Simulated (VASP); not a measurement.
# Al15GaN16 (a cell with a defect) in VASP: a series of runs

The runs below take Al15GaN16 (a cell with a defect) through single point, relaxation of the atoms, with PBE.

Program: VASP 6.6.1. These are calculated values, not measurements. Logs are shortened: lines on timing, memory, paths and dates and some standing lists are left out, and cuts for length are marked.

**1. The cell of the first run**

The cell holds a defect, 32 atoms: a = 6.260 Å, b = 6.260 Å, c = 10.035 Å, α = 90.00°, β = 90.00°, γ = 120.00°.

**2. Single point, PBE, collinear spin**

Input file INCAR:

```
ALGO     = Normal         # electronic algorithm
EDIFF    = 1E-6           # SCF threshold, eV
ENCUT    = 520            # plane-wave cutoff, eV
GGA      = PE             # functional
GGA_COMPAT= F            
ISIF     = 2              # what is computed and relaxed
ISMEAR   = 0              # smearing method
ISPIN    = 2              # spin polarisation
ISYM     = -1           
LASPH    = T              # aspherical terms in the spheres
LCHARG   = T              # write CHGCAR
LELF     = T              # ELF
LORBIT   = 11             # projections on sites
LREAL    = Auto         
LVHAR    = T            
LWAVE    = F              # write WAVECAR
MAGMOM   = 0 0 0.01 0.01 0 0.01 0 0.01 0 0.01 0 0 0.01 0 0.01 0.01 0.01 0 0 0 0 0 0 0 0 0 0 0 0 0 0 0 # initial moments
NBANDS   = 95             # bands
NELECT   = 139.0        
NELM     = 200            # most SCF steps
NUPDOWN  = 1.0            # fixed moment
PREC     = Accurate       # precision mode
SIGMA    = 0.01           # smearing width, eV
```

Input file KPOINTS:

```
explicit points
1
Reciprocal
  0.25000000   0.25000000   0.25000000 1
```

Input file POSCAR:

```
Al15GaN16
1.0
    6.2595139092      0.0000000618      0.0000000000
   -3.1297570081      5.4208980298      0.0000000000
    0.0000000000      0.0000000000     10.0348065900
Al Ga N
15 1 16
Direct
    0.3343608682      0.1664937099      0.2485011566
    0.3337413470      0.1678366003      0.7510190993
    0.1688255623      0.3336765477      1.0023571171
    0.3340420764      0.6706722892      0.2513883154
    0.1677006259      0.8340171915      0.4995835296
    0.3334833855      0.6717848100      0.7537263763
    0.1669605836      0.8334507461      0.9998126957
    0.8313853339      0.1683456162      0.2513244918
    0.6668382244      0.3332302790      0.4995524755
    0.8305922819      0.1689649928      0.7536235492
    0.6674102308      0.3342555684      0.9997658376
    0.8334832536      0.6675150722      0.2494506957
    0.6702352584      0.8316856224      0.5025767290
    0.8331616659      0.6679984804      0.7494341940
    0.6691321188      0.8328196390      1.0021395455
    0.1691571558      0.3324638508      0.5037918865
    0.3383471288      0.1619866814      0.4355763345
    0.1677842330      0.3347058009      0.1916802453
    0.3333930055      0.1667764027      0.9394177863
    0.1668773094      0.3363056454      0.6987552836
    0.3397310741      0.6752323701      0.4402686586
    0.1654717936      0.8327597687      0.1875674116
    0.3351547983      0.6688817824      0.9425905308
    0.1663827831      0.8347741385      0.6885705998
    0.8266456201      0.1625963562      0.4401027257
    0.6672261843      0.3351615325      0.1874494415
    0.8338304163      0.1676107336      0.9424418433
    0.6659546009      0.3343200992      0.6885308440
    0.8346861882      0.6656924537      0.4380153873
    0.6684785988      0.8345757169      0.1905992590
    0.8336985674      0.6669136336      0.9379053431
    0.6676332810      0.8355818364      0.6919717314
```

Potentials or basis: VASP PAW PBE potentials, release 64 (Al, Ga_d, N).

Started as:

```console
$ cat potpaw_PBE.64/Al/POTCAR potpaw_PBE.64/Ga_d/POTCAR potpaw_PBE.64/N/POTCAR > POTCAR
$ mpirun -np 1 vasp_std > vasp.out
```

OUTCAR:

```text
EDIFF = 1E-6
   ENCUT = 520
   GGA = PE
   ISIF = 2
   ISMEAR = 0
   ISPIN = 2
   ISYM = -1
   LASPH = T
   LORBIT = 11
   LREAL = Auto
   NELECT = 139.0
   NELM = 200
   NUPDOWN = 1.0
   PREC = Accurate

 ion  position               nearest neighbor table
   1  0.334  0.166  0.249-  17 1.88  18 1.90  26 1.91  22 1.91   3 3.06   7 3.08  11 3.08   9 3.10
                             5 3.10   4 3.10   8 3.11  16 3.13  12 3.13  12 3.13   8 3.15   4 3.16
   2  0.334  0.168  0.751-  19 1.89  20 1.89  28 1.91  24 1.91  16 3.06  11 3.08   7 3.09   3 3.09
                             9 3.10   6 3.10   5 3.10  10 3.11  14 3.13  14 3.13  10 3.15   6 3.16
   3  0.169  0.334  0.002-  18 1.90  19 1.90  27 1.91  23 1.91   1 3.06   2 3.09   4 3.10   6 3.10
                             8 3.10  10 3.10  11 3.12   7 3.13  15 3.13  15 3.13   7 3.13  11 3.14
   4  0.334  0.671  0.251-  21 1.90  22 1.90  30 1.91  18 1.92   5 3.07  15 3.09   7 3.09   3 3.10
                             1 3.10  13 3.11   8 3.11  12 3.12  16 3.13  12 3.14   8 3.15   1 3.16
   5  0.168  0.834  0.500-  21 1.89  17 1.89  24 1.90  29 1.91   4 3.07  14 3.09  12 3.10   1 3.10
                             2 3.10  13 3.11   6 3.11  16 3.12   9 3.12   9 3.13  13 3.15
   6  0.333  0.672  0.754-  23 1.90  20 1.90  24 1.91  32 1.91   7 3.04  15 3.09   3 3.10   2 3.10
                             5 3.11  16 3.11  10 3.11  13 3.11  14 3.12  14 3.14  10 3.15   2 3.16
   7  0.167  0.833  1.000-  22 1.88  23 1.89  19 1.91  31 1.91   6 3.04   1 3.08   2 3.09  12 3.09
                             4 3.09  14 3.10  15 3.11   3 3.13  11 3.13  11 3.13   3 3.13  15 3.15
   8  0.831  0.168  0.251-  25 1.89  26 1.91  30 1.91  18 1.92   9 3.06  15 3.09  11 3.09   3 3.10
                             1 3.11  13 3.11   4 3.11  12 3.12  16 3.13  12 3.14   4 3.15   1 3.15
   9  0.667  0.333  0.500-  25 1.89  17 1.89  28 1.90  29 1.91   8 3.06  14 3.10  12 3.10   1 3.10
                             2 3.10  10 3.11  13 3.11  16 3.11   5 3.12   5 3.13  13 3.15
  10  0.831  0.169  0.754-  27 1.89  20 1.90  28 1.90  32 1.91  11 3.04  15 3.09   3 3.10   2 3.11
                            16 3.11   9 3.11   6 3.11  13 3.11  14 3.12  14 3.14   6 3.15   2 3.15
  11  0.667  0.334  1.000-  26 1.88  27 1.89  31 1.91  19 1.91  10 3.04   1 3.08   2 3.08  12 3.09
                             8 3.09  14 3.10  15 3.12   3 3.12   7 3.13   7 3.13   3 3.14  15 3.14
  12  0.833  0.668  0.249-  29 1.89  30 1.89  22 1.90  26 1.91  15 3.06  11 3.09   7 3.09   9 3.10
                             5 3.10  13 3.10   8 3.12   4 3.12   1 3.13   1 3.13   4 3.14   8 3.14
  13  0.670  0.832  0.503-  21 1.90  32 1.90  25 1.90  29 1.90  14 3.04  12 3.10   5 3.11   9 3.11
                             4 3.11   6 3.11   8 3.11  10 3.11  16 3.13  16 3.13   9 3.15   5 3.15
  14  0.833  0.668  0.749-  31 1.89  32 1.90  24 1.91  28 1.91  13 3.04   5 3.09   9 3.10  11 3.10
                             7 3.10  15 3.10  10 3.12   6 3.12   2 3.13   2 3.13   6 3.14  10 3.14
  15  0.669  0.833  0.002-  30 1.89  31 1.90  23 1.91  27 1.91  12 3.06   6 3.09  10 3.09   4 3.09
                             8 3.09  14 3.10   7 3.11  11 3.12   3 3.13   3 3.13  11 3.14   7 3.15
  16  0.169  0.332  0.504-  20 1.96  25 1.96  21 1.96  17 1.96   2 3.06  10 3.11   6 3.11   9 3.11
                             5 3.12   8 3.13   4 3.13   1 3.13  13 3.13  13 3.13
  17  0.338  0.162  0.436-   1 1.88   5 1.89   9 1.89  16 1.96
  18  0.168  0.335  0.192-   3 1.90   1 1.90   4 1.92   8 1.92
  19  0.333  0.167  0.939-   2 1.89   3 1.90   7 1.91  11 1.91
  20  0.167  0.336  0.699-   2 1.89   6 1.90  10 1.90  16 1.96
  21  0.340  0.675  0.440-   5 1.89   4 1.90  13 1.90  16 1.96
  22  0.165  0.833  0.188-   7 1.88   4 1.90  12 1.90   1 1.91
[... 8 lines left out ...]
  31  0.834  0.667  0.938-  14 1.89  15 1.90  11 1.91   7 1.91
  32  0.668  0.836  0.692-  14 1.90  13 1.90  10 1.91   6 1.91

IMPORTANT INFORMATION: All symmetrisations will be switched off!
NOSYMM: (Re-)initialisation of all symmetry stuff for point group C_1.

----------------------------------------------------------------------------------------

                                     Primitive cell

  volume of cell :     340.5029

  direct lattice vectors                    reciprocal lattice vectors
     6.259513909  0.000000062  0.000000000     0.159756813  0.092235641  0.000000000
    -3.129757008  5.420898030  0.000000000    -0.000000002  0.184471279  0.000000000
     0.000000000  0.000000000 10.034806590     0.000000000  0.000000000  0.099653141

  length of vectors
     6.259513909  6.259513909 10.034806590     0.184471279  0.184471279  0.099653141

  position of ions in fractional coordinates (direct lattice)
     0.334360868  0.166493710  0.248501157
     0.333741347  0.167836600  0.751019099
     0.168825562  0.333676548  0.002357117
     0.334042076  0.670672289  0.251388315
     0.167700626  0.834017192  0.499583530
     0.333483386  0.671784810  0.753726376
[... 24 lines left out ...]
     0.833698567  0.666913634  0.937905343
     0.667633281  0.835581836  0.691971731

  ion indices of the primitive-cell ions
   primitive index   ion index
                 1           1
[... 60 lines left out ...]
   NELM   =    200;   NELMIN=  2; NELMDL= -5     # of ELM steps
   EDIFF  = 0.1E-05   stopping-criterion for ELM
   LREAL  =      T    real-space projection
   EDIFFG = 0.1E-04   stopping-criterion for IOM
   NSW    =      0    number of steps for IOM
   IBRION =     -1    ionic relax: 0-MD 1-quasi-New 2-CG
   NFREE  =      0    steps in history (QN), initial steepest desc. (CG)
   ISIF   =      2    stress and relaxation
   ISYM   =     -1    0-nonsym 1-usesym 2-fastsym
   POTIM  = 0.5000    time-step for ionic-motion
   TEBEG  =    0.0;   TEEND  =   0.0 temperature during run
   PSTRESS=    0.0 pullay stress
   NELECT =     139.0000    total number of electrons
   NUPDOWN=       1.0000    fix difference up-down
   EMIN   =  10.00;   EMAX   =-10.00  energy-range for DOS
   EFERMI =   0.00;   METHOD = LEGACY
   ISMEAR =     0;   SIGMA  =   0.01  broadening in eV -4-tet -1-fermi 0-gaus
   EFERMI_NEDOS =   21; number of points for ismear=-14 and -15
   IALGO  =     38    algorithm
   IMIX   =      4    mixing-type and parameters
     AMIX     =   0.40;   BMIX     =  1.00
     AMIX_MAG =   1.60;   BMIX_MAG =  1.00
  volume/ion in A,a.u.               =      10.64        71.81
  Fermi-wavevector in a.u.,A,eV,Ry     =   1.214431  2.294942 20.066450  1.474842
  Thomas-Fermi vector in A             =   2.349851
   LORBIT       =     11    0 simple, 1 ext, 2 COOP (PROOUT), +10 PAW based schemes
   GGA     = PE    functional components
   LHFCALC =     F    Hartree Fock is set to
   AEXX    =    0.0000 exact exchange contribution
   IVDW    =     0    specifies the selected vdW correction
   LEPSILON=     F    determine dielectric tensor
   LRPA    =     F    only Hartree local field effects (RPA)
 spin polarized calculation
 Gauss-broadening in eV      SIGMA  =   0.01
  energy-cutoff  :      520.00
  volume of cell :      340.50
 maximum number of plane-waves:      9148
 NGX is ok and might be reduce to    48
   NGX = 23   NGY = 23   NGZ = 37

 number of electron     138.9999996 magnetization       0.9999680

 Free energy of the ion-electron system (eV)
  ---------------------------------------------------
  ext. energy  EPLUGINS =         0.00000000
  ---------------------------------------------------
  free energy    TOTEN  =      -227.46803744 eV

  energy without entropy =     -227.46803744  energy(sigma->0) =     -227.46803744

 E-fermi :   5.5876     XC(G=0): -10.9862

 val. band max:       10.9597776070   @ k =   0.2500   0.2500   0.2500
 cond. band min:      11.3182002778   @ k =   0.2500   0.2500   0.2500
 fundamental gap:      0.3584226708
 Fermi energy:        11.0584651033

 spin component 1

 k-point     1 :       0.2500    0.2500    0.2500
  band No.  band energies     occupation
      1      -8.7075      1.00000
      2      -8.3325      1.00000
      3      -8.1433      1.00000
      4      -8.0910      1.00000
      5      -7.8683      1.00000
      6      -7.8074      1.00000
[... 73 lines left out ...]
     80      12.7168      0.00000
     81      12.8642      0.00000
 Fermi energy:         5.5875577336

 spin component 2

 k-point     1 :       0.2500    0.2500    0.2500
  band No.  band energies     occupation
      1      -8.6829      1.00000
      2      -8.3122      1.00000
      3      -8.1252      1.00000
      4      -8.0724      1.00000
      5      -7.8551      1.00000
      6      -7.7914      1.00000
[... 73 lines left out ...]
     80      12.9368      0.00000
     81      13.0312      0.00000
 [bands above 81 left out]

------------------------ aborting loop because EDIFF is reached ----------------------------------------

  FORCE on cell =-STRESS in cart. coord.  units (eV):
  Direction    XX          YY          ZZ          XY          YZ          ZX
  --------------------------------------------------------------------------------------
  -------------------------------------------------------------------------------------
  Total       10.4106617      1.4362143     25.8773265     -7.7657939      0.1432763     -0.2479631
  in kB       48.9855581      6.7578565    121.7612598    -36.5405928      0.6741618     -1.1667470
  external PRESSURE =      59.1682248 kB  Pullay stress =       0.0000000 kB

 VOLUME and BASIS-vectors are now :
 -----------------------------------------------------------------------------
  energy-cutoff  :      520.00
  volume of cell :      340.50
      direct lattice vectors                 reciprocal lattice vectors
     6.259513909  0.000000062  0.000000000     0.159756813  0.092235641  0.000000000
    -3.129757008  5.420898030  0.000000000    -0.000000002  0.184471279  0.000000000
     0.000000000  0.000000000 10.034806590     0.000000000  0.000000000  0.099653141

 POSITION                                       TOTAL-FORCE (eV/Angst)
 -----------------------------------------------------------------------------------
      1.57185      0.90255      2.49366         0.001296      0.003603      0.007075
      1.56377      0.90983      7.53633        -0.006795      0.003794     -0.006097
      0.01244      1.80883      0.02365        -0.000176      0.000333      0.000783
     -0.00810      3.63565      2.52263         0.002698      0.004465      0.006427
     -1.56055      4.52112      5.01322        -0.000668      0.002587      0.005553
     -0.01508      3.64168      7.56350        -0.000176     -0.001854     -0.003088
[... 24 lines left out ...]
      3.13127      3.61527      9.41170        -0.002029      0.002260     -0.000777
      1.56389      4.52960      6.94380        -0.001642     -0.001994     -0.001684
 -----------------------------------------------------------------------------------
    total drift:                                0.003696      0.004484      0.037403

  FREE ENERGIE OF THE ION-ELECTRON SYSTEM (eV)
  ---------------------------------------------------
  free  energy   TOTEN  =      -227.4680374430 eV

  energy  without entropy=     -227.4680374430  energy(sigma->0) =     -227.46803744

 total charge

# of ion       s       p       d       tot
------------------------------------------
    1        0.375   0.438   0.000   0.813
    2        0.375   0.437   0.000   0.813
    3        0.373   0.435   0.000   0.807
    4        0.373   0.434   0.000   0.807
    5        0.377   0.439   0.000   0.816
    6        0.374   0.438   0.000   0.812
[... 24 lines left out ...]
   31        1.231   2.616   0.000   3.847
   32        1.231   2.612   0.000   3.843
--------------------------------------------------
tot         26.124  49.214  10.178  85.517

 magnetization (x)

# of ion       s       p       d       tot
------------------------------------------
    1        0.001   0.005   0.000   0.006
    2        0.000   0.003   0.000   0.004
    3        0.001   0.008   0.000   0.009
    4        0.001   0.008   0.000   0.009
    5        0.001   0.003   0.000   0.004
    6        0.001   0.009   0.000   0.011
[... 24 lines left out ...]
   31        0.001  -0.002   0.000  -0.001
   32        0.001  -0.004   0.000  -0.003
--------------------------------------------------
tot          0.041   0.064   0.006   0.111
```

It took 2.9 min on 1 thread of Intel Xeon Platinum 8488C (Sapphire Rapids), shared host; peak memory 0.58 GiB.

What came out:

| Item | Value |
| --- | --- |
| Free energy | -227.4680 eV |
| Largest force | 0.032 eV/Å |
| Net moment | 1.00 μB per cell |
| Site moments | Al +0.01, +0.00 (each value once); Ga +0.04; N +0.01, -0.01, -0.00, +0.00 (each value once) μB |
| Valence electrons inside the program's atomic spheres | Al 0.81, 0.82 (each value once); Ga 11.87; N 3.83, 3.84, 3.85 (each value once) |

Forces in eV/Å, atoms in the order of the input:
```
Al   0.001  0.004  0.007
Al  -0.007  0.004 -0.006
Al   0.000  0.000  0.001
Al   0.003  0.004  0.006
Al  -0.001  0.003  0.006
Al   0.000 -0.002 -0.003
Al   0.004 -0.003  0.006
Al   0.000 -0.004  0.004
Al   0.003 -0.002  0.006
Al   0.003  0.004 -0.004
Al   0.003  0.000  0.005
Al  -0.008  0.004  0.005
Al  -0.001 -0.003  0.002
Al  -0.001  0.001  0.005
Al  -0.002  0.001 -0.002
Ga  -0.003 -0.003 -0.004
N    0.023 -0.013 -0.018
N    0.000 -0.004 -0.011
N   -0.001  0.002 -0.002
N   -0.009  0.003  0.023
N    0.003  0.013 -0.008
N    0.000 -0.002 -0.003
N   -0.001  0.003 -0.005
N    0.004  0.002  0.004
N   -0.012 -0.005 -0.009
N    0.001  0.002 -0.003
N   -0.003 -0.004 -0.003
N    0.001 -0.003  0.002
N    0.001  0.001  0.002
N    0.002 -0.004 -0.002
N   -0.002  0.002 -0.001
N   -0.002 -0.002 -0.002
```

Caveat: the cell carries a net charge on a neutralising background, which shifts energy and pressure; the cell is charged against a uniform background, so pressure and absolute levels hang on convention; the total moment is fixed, so each spin has its own Fermi level and the state may be an excited one.

[end of part 1 of 2]
